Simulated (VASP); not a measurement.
# KCl (P4/mmm) in VASP: further runs

Runs on KCl. Level: PBE. Tasks: single point.

Everything below comes from runs of VASP 6.6.1. Logs are shortened: lines on timing, memory, paths and dates and some standing lists are left out, and cuts for length are marked.

### 1 The cell of the first run

It takes space group P4/mmm (No. 123, tetragonal). The conventional cell has a = 3.634 Å, b = 3.634 Å, c = 3.525 Å, α = 90.00°, β = 90.00°, γ = 90.00°. K (site symmetry 4/mmm) has 8 Cl at 3.12 Å and 6 K at 3.52 to 3.63 Å within 4.1 Å. Within 4.1 Å of Cl (site symmetry 4/mmm) lie 8 K at 3.12 Å and 6 Cl at 3.52 to 3.63 Å.

### 2 Single point, PBE (zz strain of -3 %)

Contents of INCAR:

```
SYSTEM = KCl
PREC     = Accurate       ! precision mode
ENCUT    = 520            ! plane-wave cutoff, eV
EDIFF    = 1E-6           ! SCF threshold, eV
ISMEAR   = -1             ! smearing method
SIGMA    = 0.02           ! smearing width, eV
LREAL    = .False.        ! projectors in reciprocal space
LASPH    = .True.         ! aspherical terms in the spheres
NELM     = 80             ! most SCF steps
ALGO     = Normal         ! electronic algorithm
ISIF     = 2              ! what is computed and relaxed
LWAVE    = .False.        ! write WAVECAR
LCHARG   = .False.        ! write CHGCAR
GGA      = PE             ! functional
NBANDS   = 15             ! bands
```

Contents of KPOINTS:

```
Automatic mesh
0
Gamma
  7 7 7
  0 0 0
```

Contents of POSCAR:

```
KCl
1.0
    3.6340000000      0.0000000000      0.0000000000
    0.0000000000      3.6340000000      0.0000000000
    0.0000000000      0.0000000000      3.5249800000
K Cl
1 1
Direct
    0.0000000000      0.0000000000      0.0000000000
    0.5000000000      0.5000000000      0.5000000000
```

Potentials or basis: VASP PAW PBE potentials, release 64 (K_sv, Cl).

Started as:

```bash
cat potpaw_PBE.64/K_sv/POTCAR potpaw_PBE.64/Cl/POTCAR > POTCAR
mpirun -np 1 vasp_std > vasp.out
```

OUTCAR:

```text
SYSTEM = KCl
   PREC = Accurate
   ENCUT = 520
   EDIFF = 1E-6
   ISMEAR = -1
   LREAL = .False.
   LASPH = .True.
   NELM = 80
   ISIF = 2
   GGA = PE

 ion  position               nearest neighbor table
   1  0.000  0.000  0.000-   2 3.12   2 3.12   2 3.12   2 3.12   2 3.12   2 3.12   2 3.12   2 3.12

   2  0.500  0.500  0.500-   1 3.12   1 3.12   1 3.12   1 3.12   1 3.12   1 3.12   1 3.12   1 3.12

  LATTYP: Found a simple tetragonal cell.
 ALAT       =     3.6340000000
 C/A-ratio  =     0.9700000000

  Lattice vectors:

 A1 = (   3.6340000000,   0.0000000000,   0.0000000000)
 A2 = (   0.0000000000,   3.6340000000,   0.0000000000)
 A3 = (   0.0000000000,   0.0000000000,   3.5249800000)

Analysis of symmetry for initial positions (statically):
=====================================================================
 Subroutine PRICEL returns:
 Original cell was already a primitive cell.

 Routine SETGRP: Setting up the symmetry group for a
 simple tetragonal supercell.

 Subroutine GETGRP returns: Found 16 space group operations
 (whereof 16 operations were pure point group operations)
 out of a pool of 16 trial point group operations.

The static configuration has the point symmetry D_4h.

Analysis of symmetry for dynamics (positions and initial velocities):
=====================================================================
 Subroutine PRICEL returns:
 Original cell was already a primitive cell.

 Routine SETGRP: Setting up the symmetry group for a
 simple tetragonal supercell.

 Subroutine GETGRP returns: Found 16 space group operations
 (whereof 16 operations were pure point group operations)
 out of a pool of 16 trial point group operations.

The dynamic configuration has the point symmetry D_4h.

 Subroutine INISYM returns: Found 16 space group operations
 (whereof 16 operations are pure point group operations),
 and found     1 'primitive' translations

----------------------------------------------------------------------------------------

                                     Primitive cell

  volume of cell :      46.5507

  direct lattice vectors                    reciprocal lattice vectors
     3.634000000  0.000000000  0.000000000     0.275178866  0.000000000  0.000000000
     0.000000000  3.634000000  0.000000000     0.000000000  0.275178866  0.000000000
     0.000000000  0.000000000  3.524980000     0.000000000  0.000000000  0.283689553

  length of vectors
     3.634000000  3.634000000  3.524980000     0.275178866  0.275178866  0.283689553

  position of ions in fractional coordinates (direct lattice)
     0.000000000  0.000000000  0.000000000
     0.500000000  0.500000000  0.500000000

  ion indices of the primitive-cell ions
   primitive index   ion index
                 1           1
                 2           2

----------------------------------------------------------------------------------------

 KPOINTS: Automatic mesh

Automatic generation of k-mesh.
 Grid dimensions read from file:
 generate k-points for:    7    7    7

 Generating k-lattice:

  Cartesian coordinates                     Fractional coordinates (reciprocal lattice)
     0.039311267  0.000000000  0.000000000     0.142857143  0.000000000  0.000000000
     0.000000000  0.039311267  0.000000000     0.000000000  0.142857143  0.000000000
     0.000000000  0.000000000  0.040527079     0.000000000  0.000000000  0.142857143

  Length of vectors
     0.039311267  0.039311267  0.040527079

  Shift w.r.t. Gamma in fractional coordinates (k-lattice)
     0.000000000  0.000000000  0.000000000

 Subroutine IBZKPT returns following result:
 ===========================================

 Found     40 irreducible k-points:

 Following reciprocal coordinates:
            Coordinates               Weight
  0.000000  0.000000  0.000000      1.000000
  0.142857  0.000000  0.000000      4.000000
  0.285714  0.000000  0.000000      4.000000
  0.428571  0.000000  0.000000      4.000000
  0.142857  0.142857  0.000000      4.000000
  0.285714  0.142857  0.000000      8.000000
[... 16 lines left out ...]
  0.285714  0.000000  0.285714      8.000000
  0.428571  0.000000  0.285714      8.000000
 [... further k-points ...]
   k-points           NKPTS =     40   k-points in BZ     NKDIM =     40   number of bands    NBANDS=     15
   number of dos      NEDOS =    301   number of ions     NIONS =      2
   total plane-waves  NPLWV =  21952
   dimension x,y,z NGX =    28 NGY =   28 NGZ =   28
   dimension x,y,z NGXF=    56 NGYF=   56 NGZF=   56
   ions per type =               1   1
   NGX,Y,Z   is equivalent  to a cutoff of  12.81, 12.81, 13.21 a.u.
   NGXF,Y,Z  is equivalent  to a cutoff of  25.62, 25.62, 26.41 a.u.
 SYSTEM =  KCl
   PREC   = accura    normal or accurate (medium, high low for compatibility)
   ISTART =      0    job   : 0-new  1-cont  2-samecut
   ICHARG =      2    charge: 1-file 2-atom 10-const
   ISPIN  =      1    spin polarized calculation?
   LNONCOLLINEAR =      F non collinear calculations
   LSORBIT =      F    spin-orbit coupling
   LASPH  =      T    aspherical Exc in radial PAW
   ENCUT  =  520.0 eV  38.22 Ry    6.18 a.u.   6.76  6.76  6.55*2*pi/ulx,y,z
   NELM   =     80;   NELMIN=  2; NELMDL= -5     # of ELM steps
   EDIFF  = 0.1E-05   stopping-criterion for ELM
   LREAL  =      F    real-space projection
   EDIFFG = 0.1E-04   stopping-criterion for IOM
   NSW    =      0    number of steps for IOM
   IBRION =     -1    ionic relax: 0-MD 1-quasi-New 2-CG
   NFREE  =      0    steps in history (QN), initial steepest desc. (CG)
   ISIF   =      2    stress and relaxation
   ISYM   =      2    0-nonsym 1-usesym 2-fastsym
   POTIM  = 0.5000    time-step for ionic-motion
   TEBEG  =    0.0;   TEEND  =   0.0 temperature during run
   PSTRESS=    0.0 pullay stress
   NELECT =      16.0000    total number of electrons
   NUPDOWN=      -1.0000    fix difference up-down
   EMIN   =  10.00;   EMAX   =-10.00  energy-range for DOS
   EFERMI =   0.00;   METHOD = LEGACY
   ISMEAR =    -1;   SIGMA  =   0.02  broadening in eV -4-tet -1-fermi 0-gaus
   EFERMI_NEDOS =   21; number of points for ismear=-14 and -15
   IALGO  =     38    algorithm
   IMIX   =      4    mixing-type and parameters
     AMIX     =   0.40;   BMIX     =  1.00
     AMIX_MAG =   1.60;   BMIX_MAG =  1.00
  volume/ion in A,a.u.               =      23.28       157.07
  Fermi-wavevector in a.u.,A,eV,Ry     =   1.146760  2.167063 17.892467  1.315059
  Thomas-Fermi vector in A             =   2.283443
   LORBIT       =      0    0 simple, 1 ext, 2 COOP (PROOUT), +10 PAW based schemes
   GGA     = PE    functional components
[... 5 lines left out ...]
 non-spin polarized calculation
  energy-cutoff  :      520.00
  volume of cell :       46.55
 maximum number of plane-waves:      1269
 NGX is ok and might be reduce to    28
   NGX = 13   NGY = 13   NGZ = 13

 number of electron      16.0000001 magnetization

 Free energy of the ion-electron system (eV)
  ---------------------------------------------------
  ext. energy  EPLUGINS =         0.00000000
  ---------------------------------------------------
  free energy    TOTEN  =        -6.49848998 eV

  energy without entropy =       -6.49848998  energy(sigma->0) =       -6.49848998

 E-fermi :   0.7633     XC(G=0):  -8.9510

 val. band max:        0.3475844335   @ k =   0.4286   0.4286   0.0000
 cond. band min:       5.9828627585   @ k =   0.0000   0.0000   0.0000
 fundamental gap:      5.6352783250
 Fermi energy:         0.7632740907

 k-point     1 :       0.0000    0.0000    0.0000
  band No.  band energies     occupation
      1     -27.5321      2.00000
      2     -12.7319      2.00000
      3     -10.8788      2.00000
      4     -10.8788      2.00000
      5     -10.8410      2.00000
      6      -0.0414      2.00000
      7      -0.0414      2.00000
      8       0.1628      2.00000
      9       5.9829      0.00000
     10       6.4980      0.00000
     11       6.6738      0.00000
     12      11.2150      0.00000
     13      11.4831      0.00000
     14      11.4831      0.00000
     15      14.4251      0.00000

 k-point     2 :       0.1429    0.0000    0.0000
  band No.  band energies     occupation
      1     -27.5246      2.00000
      2     -12.7831      2.00000
      3     -10.8674      2.00000
      4     -10.8369      2.00000
      5     -10.8308      2.00000
      6      -0.5220      2.00000
      7      -0.0608      2.00000
      8       0.1500      2.00000
      9       6.4952      0.00000
     10       6.8456      0.00000
     11       7.0907      0.00000
     12      11.1846      0.00000
     13      11.4277      0.00000
     14      11.5986      0.00000
     15      13.6390      0.00000

 k-point     3 :       0.2857    0.0000    0.0000
  band No.  band energies     occupation
      1     -27.5077      2.00000
      2     -12.8999      2.00000
      3     -10.8418      2.00000
      4     -10.8077      2.00000
      5     -10.7323      2.00000
      6      -1.3957      2.00000
      7      -0.1059      2.00000
      8       0.1199      2.00000
      9       7.3003      0.00000
     10       7.6840      0.00000
     11       8.4112      0.00000
     12      11.2218      0.00000
     13      11.3968      0.00000
     14      11.8937      0.00000
     15      12.0342      0.00000
[... 343 lines left out ...]
 k-point    23 :       0.2857    0.0000    0.2857
  band No.  band energies     occupation
      1     -27.4769      2.00000
      2     -12.7225      2.00000
      3     -11.1229      2.00000
      4     -10.8041      2.00000
      5     -10.7646      2.00000
      6      -1.2287      2.00000
      7      -0.8448      2.00000
      8       0.0083      2.00000
      9       7.6773      0.00000
     10       7.9882      0.00000
     11       9.6698      0.00000
     12       9.8938      0.00000
     13      11.0549      0.00000
     14      11.1225      0.00000
     15      13.0783      0.00000

 k-point    24 :       0.4286    0.0000    0.2857
  band No.  band energies     occupation
      1     -27.4644      2.00000
      2     -12.6537      2.00000
      3     -11.1381      2.00000
      4     -10.8927      2.00000
      5     -10.7875      2.00000
      6      -1.4925      2.00000
      7      -0.8436      2.00000
      8       0.0548      2.00000
      9       7.4154      0.00000
     10       8.1346      0.00000
     11       9.7575      0.00000
     12      10.2096      0.00000
     13      10.4635      0.00000
     14      11.8494      0.00000
     15      13.2831      0.00000

 [... further k-points ...]
[... 5 lines left out ...]
  --------------------------------------------------------------------------------------
  -------------------------------------------------------------------------------------
  Total        1.5229475      1.5229475      2.0068333      0.0000000      0.0000000      0.0000000
  in kB       52.4166207     52.4166207     69.0709418      0.0000000      0.0000000      0.0000000
  external PRESSURE =      57.9680611 kB  Pullay stress =       0.0000000 kB

 VOLUME and BASIS-vectors are now :
 -----------------------------------------------------------------------------
  energy-cutoff  :      520.00
  volume of cell :       46.55
      direct lattice vectors                 reciprocal lattice vectors
     3.634000000  0.000000000  0.000000000     0.275178866  0.000000000  0.000000000
     0.000000000  3.634000000  0.000000000     0.000000000  0.275178866  0.000000000
     0.000000000  0.000000000  3.524980000     0.000000000  0.000000000  0.283689553

 POSITION                                       TOTAL-FORCE (eV/Angst)
 -----------------------------------------------------------------------------------
      0.00000      0.00000      0.00000         0.000000      0.000000      0.000000
      1.81700      1.81700      1.76249         0.000000      0.000000      0.000000
 -----------------------------------------------------------------------------------
    total drift:                               -0.000000      0.000000      0.000000

  FREE ENERGIE OF THE ION-ELECTRON SYSTEM (eV)
  ---------------------------------------------------
  free  energy   TOTEN  =        -6.4984899814 eV

  energy  without entropy=       -6.4984899814  energy(sigma->0) =       -6.49848998
```

Wall time 12 s (1 thread of Intel Xeon Platinum 8488C (Sapphire Rapids), shared host); peak memory 0.16 GiB.

Results:

* Free energy: -6.4985 eV
* Pressure: 5.8 GPa
* Band gap on the k mesh: 5.64 eV, indirect (least direct gap 5.82 eV)

Stress tensor (GPa, compression positive):
```
5.24 0.00 0.00
0.00 5.24 0.00
0.00 0.00 6.91
```

Levels at points of the mesh, in eV from the valence-band top:
```tsv
k point	band 5	band 6	band 7	band 8	band 9	band 10	band 11	band 12
(0.00, 0.00, 0.00)	-11.19	-0.39	-0.39	-0.18	5.64	6.15	6.33	10.87
```

Caveat: the cell differs from its parent crystal (zz strain of -3 %).

[end of part 1 of 2]
